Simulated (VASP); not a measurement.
# CaO (Fm-3m) in VASP: further runs, part 2 of 2

VASP 6.6.1. The steps go on from the part before.

## (3) Single point, r2SCAN (strain +1.2%)

Contents of POSCAR:

```
CaO
1.0
    0.0000000000      2.4255986946      2.4255986946
    2.4255986946      0.0000000000      2.4255986946
    2.4255986946      2.4255986946      0.0000000000
Ca O
1 1
Direct
    0.0000000000      0.0000000000      0.0000000000
    0.5000000000      0.5000000000      0.5000000000
```

Contents of INCAR.step1:

```
SYSTEM = CaO
PREC     = Accurate       ! precision mode
ENCUT    = 520            ! plane-wave cutoff, eV
ISMEAR   = 0              ! smearing method
SIGMA    = 0.01           ! smearing width, eV
LREAL    = .FALSE.        ! projectors in reciprocal space
LASPH    = .TRUE.         ! aspherical terms in the spheres
NELM     = 100            ! most SCF steps
NBANDS   = 15             ! bands
GGA      = PE             ! functional
ALGO     = Normal         ! electronic algorithm
EDIFF    = 1E-4           ! SCF threshold, eV
LWAVE    = .TRUE.         ! write WAVECAR
LCHARG   = .FALSE.        ! write CHGCAR
```

Contents of INCAR.step2:

```
SYSTEM = CaO
PREC     = Accurate       ! precision mode
ENCUT    = 520            ! plane-wave cutoff, eV
EDIFF    = 1E-7           ! SCF threshold, eV
ISMEAR   = 0              ! smearing method
SIGMA    = 0.01           ! smearing width, eV
LREAL    = .FALSE.        ! projectors in reciprocal space
LASPH    = .TRUE.         ! aspherical terms in the spheres
NELM     = 100            ! most SCF steps
ALGO     = Normal         ! electronic algorithm
ISIF     = 2              ! what is computed and relaxed
LWAVE    = .FALSE.        ! write WAVECAR
LCHARG   = .FALSE.        ! write CHGCAR
METAGGA  = R2SCAN         ! meta-GGA
LMIXTAU  = .TRUE.       
NBANDS   = 15             ! bands
ISTART   = 1
```

Contents of KPOINTS:

```
regular mesh
0
G
  10 10 10
  0 0 0
```

Potentials or basis: VASP PAW PBE potentials, release 64 (Ca_sv, O).

The run is started by

```bash
> cat potpaw_PBE.64/Ca_sv/POTCAR potpaw_PBE.64/O/POTCAR > POTCAR
> cp INCAR.step1 INCAR
> mpirun -np 1 vasp_std > vasp.out
> cp INCAR.step2 INCAR
> mpirun -np 1 vasp_std > vasp.out
```

OUTCAR:

```text
SYSTEM = CaO
   PREC = Accurate
   ENCUT = 520
   EDIFF = 1E-7
   ISMEAR = 0
   LREAL = .FALSE.
   LASPH = .TRUE.
   NELM = 100
   ISIF = 2
   METAGGA = R2SCAN
   ISTART = 1

 ion  position               nearest neighbor table
   1  0.000  0.000  0.000-   2 2.43   2 2.43   2 2.43   2 2.43   2 2.43   2 2.43
   2  0.500  0.500  0.500-   1 2.43   1 2.43   1 2.43   1 2.43   1 2.43   1 2.43

  LATTYP: Found a face centered cubic cell.
 ALAT       =     4.8511973892

  Lattice vectors:

 A1 = (   0.0000000000,   2.4255986946,   2.4255986946)
 A2 = (   2.4255986946,   0.0000000000,   2.4255986946)
 A3 = (   2.4255986946,   2.4255986946,   0.0000000000)

Analysis of symmetry for initial positions (statically):
=====================================================================
 Subroutine PRICEL returns:
 Original cell was already a primitive cell.

 Routine SETGRP: Setting up the symmetry group for a
 face centered cubic supercell.

 Subroutine GETGRP returns: Found 48 space group operations
 (whereof 48 operations were pure point group operations)
 out of a pool of 48 trial point group operations.

The static configuration has the point symmetry O_h .

Analysis of symmetry for dynamics (positions and initial velocities):
=====================================================================
 Subroutine PRICEL returns:
 Original cell was already a primitive cell.

 Routine SETGRP: Setting up the symmetry group for a
 face centered cubic supercell.

 Subroutine GETGRP returns: Found 48 space group operations
 (whereof 48 operations were pure point group operations)
 out of a pool of 48 trial point group operations.

The dynamic configuration has the point symmetry O_h .

 Subroutine INISYM returns: Found 48 space group operations
 (whereof 48 operations are pure point group operations),
 and found     1 'primitive' translations

----------------------------------------------------------------------------------------

[... 116 lines left out ...]
   LORBIT       =      0    0 simple, 1 ext, 2 COOP (PROOUT), +10 PAW based schemes
   METAGGA = R2SCAN    functional components
   LHFCALC =     F    Hartree Fock is set to
   AEXX    =    0.0000 exact exchange contribution
   IVDW    =     0    specifies the selected vdW correction
   LEPSILON=     F    determine dielectric tensor
   LRPA    =     F    only Hartree local field effects (RPA)
 non-spin polarized calculation
 Gauss-broadening in eV      SIGMA  =   0.01
  energy-cutoff  :      520.00
  volume of cell :       28.54
 maximum number of plane-waves:       785
 NGX is ok and might be reduce to    28
   NGX = 13   NGY = 13   NGZ = 13

 number of electron      16.0000001 magnetization

 Free energy of the ion-electron system (eV)
  ---------------------------------------------------
  ext. energy  EPLUGINS =         0.00000000
  ---------------------------------------------------
  free energy    TOTEN  =       -19.44827659 eV

  energy without entropy =      -19.44827659  energy(sigma->0) =      -19.44827659

 E-fermi :   1.9761     XC(G=0): -10.9281

 val. band max:        1.8617707875   @ k =   0.0000   0.0000   0.0000
 cond. band min:       6.0555731253   @ k =   0.5000   0.5000   0.0000
 fundamental gap:      4.1938023377
 Fermi energy:         1.9761050775

 k-point     1 :       0.0000    0.0000    0.0000
  band No.  band energies     occupation
      1     -37.3143      2.00000
      2     -17.2246      2.00000
      3     -17.2246      2.00000
      4     -17.2245      2.00000
      5     -14.5583      2.00000
      6       1.8618      2.00000
      7       1.8618      2.00000
      8       1.8618      2.00000
      9       7.0585      0.00000
     10       8.6433      0.00000
     11       8.6433      0.00000
     12       8.6433      0.00000
     13      10.1911      0.00000
     14      10.1911      0.00000
[... 401 lines left out ...]
      2     -17.8290      2.00000
      3     -17.4044      2.00000
      4     -17.3799      2.00000
      5     -14.0592      2.00000
      6       0.2204      2.00000
      7       1.3218      2.00000
      8       1.4155      2.00000
      9       6.7170      0.00000
     10      10.0238      0.00000
     11      11.2066      0.00000
     12      11.2482      0.00000
     13      11.3933      0.00000
     14      13.2363      0.00000
     15      18.1467      0.00000

 [... further k-points ...]
[... 5 lines left out ...]
  --------------------------------------------------------------------------------------
  -------------------------------------------------------------------------------------
  Total       -0.5119158     -0.5119158     -0.5119158      0.0000000      0.0000000      0.0000000
  in kB      -28.7357334    -28.7357334    -28.7357334      0.0000000      0.0000000      0.0000000
  external PRESSURE =     -28.7357334 kB  Pullay stress =       0.0000000 kB

 VOLUME and BASIS-vectors are now :
 -----------------------------------------------------------------------------
  energy-cutoff  :      520.00
  volume of cell :       28.54
      direct lattice vectors                 reciprocal lattice vectors
     0.000000000  2.425598695  2.425598695    -0.206134676  0.206134676  0.206134676
     2.425598695  0.000000000  2.425598695     0.206134676 -0.206134676  0.206134676
     2.425598695  2.425598695  0.000000000     0.206134676  0.206134676 -0.206134676

 POSITION                                       TOTAL-FORCE (eV/Angst)
 -----------------------------------------------------------------------------------
      0.00000      0.00000      0.00000         0.000000      0.000000      0.000000
      2.42560      2.42560      2.42560         0.000000      0.000000     -0.000000
 -----------------------------------------------------------------------------------
    total drift:                                0.000000      0.000000      0.000000

  FREE ENERGIE OF THE ION-ELECTRON SYSTEM (eV)
  ---------------------------------------------------
  free  energy   TOTEN  =       -19.4482765879 eV

  energy  without entropy=      -19.4482765879  energy(sigma->0) =      -19.44827659
```

It took 66 s on 1 thread of Intel Xeon Platinum 8488C (Sapphire Rapids), shared host; peak memory 0.17 GiB.

Results:

| Item | Value |
| --- | --- |
| Free energy | -19.4483 eV |
| Pressure | -2.9 GPa |
| Band gap on the k mesh | 4.19 eV (least direct gap 4.57 eV) |

Caveat: the cell differs from its parent crystal (strain +1.2%); the PAW data sets were made with another functional, which shifts forces and pressure a little. A k mesh can miss the band edges.

## (4) Single point, HSE06 (strain +1.2%)

POSCAR is that of step 3.

Contents of INCAR.step1:

```
SYSTEM = CaO
PREC     = Accurate       ! precision mode
ENCUT    = 520            ! plane-wave cutoff, eV
EDIFF    = 1E-5           ! SCF threshold, eV
ISMEAR   = 0              ! smearing method
SIGMA    = 0.01           ! smearing width, eV
LREAL    = .FALSE.        ! projectors in reciprocal space
LASPH    = .TRUE.         ! aspherical terms in the spheres
NELM     = 60             ! most SCF steps
ALGO     = Normal         ! electronic algorithm
ISIF     = 2              ! what is computed and relaxed
LWAVE    = .TRUE.         ! write WAVECAR
LCHARG   = .FALSE.        ! write CHGCAR
GGA      = PE             ! functional
NBANDS   = 15             ! bands
```

Contents of INCAR.step2:

```
SYSTEM = CaO
PREC     = Accurate       ! precision mode
ENCUT    = 520            ! plane-wave cutoff, eV
EDIFF    = 1E-6           ! SCF threshold, eV
ISMEAR   = 0              ! smearing method
SIGMA    = 0.01           ! smearing width, eV
LREAL    = .FALSE.        ! projectors in reciprocal space
LASPH    = .TRUE.         ! aspherical terms in the spheres
NELM     = 60             ! most SCF steps
ALGO     = Normal         ! electronic algorithm
ISIF     = 2              ! what is computed and relaxed
LWAVE    = .FALSE.        ! write WAVECAR
LCHARG   = .FALSE.        ! write CHGCAR
GGA      = PE             ! functional
LHFCALC  = .TRUE.         ! exact exchange
HFSCREEN = 0.2079         ! screening, 1/A
PRECFOCK = Normal       
ISTART   = 1            
NBANDS   = 15             ! bands
```

Contents of KPOINTS:

```
regular mesh
0
G
  6 6 6
  0 0 0
```

The run is started by

```bash
> cat potpaw_PBE.64/Ca_sv/POTCAR potpaw_PBE.64/O/POTCAR > POTCAR
> cp INCAR.step1 INCAR
> mpirun -np 1 vasp_std > vasp.out
> cp INCAR.step2 INCAR
> mpirun -np 1 vasp_std > vasp.out
```

Run time: 18 min. Hardware: 1 thread of Intel Xeon Platinum 8488C (Sapphire Rapids), shared host; peak memory 0.27 GiB.

Results (log left out):

```yaml
Free_energy: -14.8721 eV
Pressure: -2.9 GPa
Band_gap_on_the_k_mesh: 5.29 eV (least direct gap 5.72 eV)
```

Levels at points of the mesh, in eV from the valence-band top:
```csv
k point,band 4,band 5,band 6,band 7,band 8,band 9,band 10,band 11,band 12,band 13
"(0.00, 0.00, 0.00)",-19.62,-16.98,0.00,0.00,0.00,5.98,8.11,8.11,8.11,9.69
"(0.50, 0.00, 0.00)",-19.67,-15.71,-2.75,-1.20,-1.20,8.89,9.83,10.43,10.43,12.60
"(0.50, 0.50, 0.00)",-19.84,-16.72,-1.45,-0.43,-0.43,5.29,9.92,10.97,11.73,11.73
```

Caveat: the cell differs from its parent crystal (strain +1.2%); the PAW data sets were made with another functional, which shifts forces and pressure a little. A k mesh can miss the band edges.

## (5) The runs side by side

| level | k mesh | smearing | grid for exact exchange (PRECFOCK) | share of exact exchange | screening parameter | gap on the mesh (eV) | pressure (GPa) |
| --- | --- | --- | --- | --- | --- | --- | --- |
| PBE | 10 × 10 × 10 | fermi-dirac 0.02 eV | - | - | - | 3.64 | -0.8 |
| r2SCAN | 10 × 10 × 10 | gaussian 0.01 eV | - | - | - | 4.19 | -2.9 |
| HSE06 | 6 × 6 × 6 | gaussian 0.01 eV | Normal | 0.25 | 0.2079 1/Å | 5.29 | -2.9 |

Alike in all rows: task single point; potentials or basis VASP PAW PBE potentials, release 64 (Ca_sv, O); no spin polarisation; cell as given; cutoff (eV) 520.

Caveats: the PAW data sets were made with another functional, which shifts forces and pressure a little (at least some runs).

Total energies depend on the potentials used, so only differences within one code and one set of settings carry meaning.
